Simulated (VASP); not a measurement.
SnTe:

```
CELL_PARAMETERS angstrom
0.00000 3.61115 3.61115
3.61115 0.00000 3.61115
3.61115 3.61115 0.00000
ATOMIC_POSITIONS crystal
Sn 0.00000 0.00000 0.00000
Te 0.75000 0.75000 0.75000
```

- Program: VASP 6.6.1
- Task: relaxation of cell and atoms
- Functional: PBEsol
- Potentials or basis: VASP PAW PBE potentials, release 64 (Sn_d, Te)
- Cutoff: 600 eV
- k mesh: 4 × 4 × 4
- Occupations: fermi-dirac, width 0.05 eV
- Spin: no spin polarisation

At the start: pressure -1.7 GPa; volume 47.09 Å³/atom.

Problem. How do energy, volume and symmetry change on relaxing?

Solution. Over 5 steps the energy falls by 22.3 meV/atom and the volume is 43.16 Å³/atom (-8.4 %); space group F-43m (No. 216, to 0.05 Å).

Step by step:
| step | energy change (eV) | largest force (eV/Å) | pressure (GPa) | volume (Å³) |
| --- | --- | --- | --- | --- |
| 1 | 0.0000 | 0.0000 | -1.70 | 94.18 |
| 2 | -0.0436 | 0.0000 | -0.28 | 87.53 |
| 3 | -0.0447 | 0.0000 | -0.08 | 86.56 |
| 4 | -0.0447 | 0.0000 | 0.04 | 86.16 |
| 5 | -0.0447 | 0.0000 | 0.03 | 86.31 |

Final structure:
```yaml
crystal:
  lattice:
    - [0.00000, 3.50762, 3.50762]
    - [3.50762, 0.00000, 3.50762]
    - [3.50762, 3.50762, 0.00000]
  atoms:
    - { symbol: Sn, position: [0.00000, 0.00000, 0.00000] }
    - { symbol: Te, position: [0.75000, 0.75000, 0.75000] }
```

Caveat: the k points lie up to 0.39 Å⁻¹ apart in the final cell; the PAW data sets were made with another functional, which shifts forces and pressure a little.
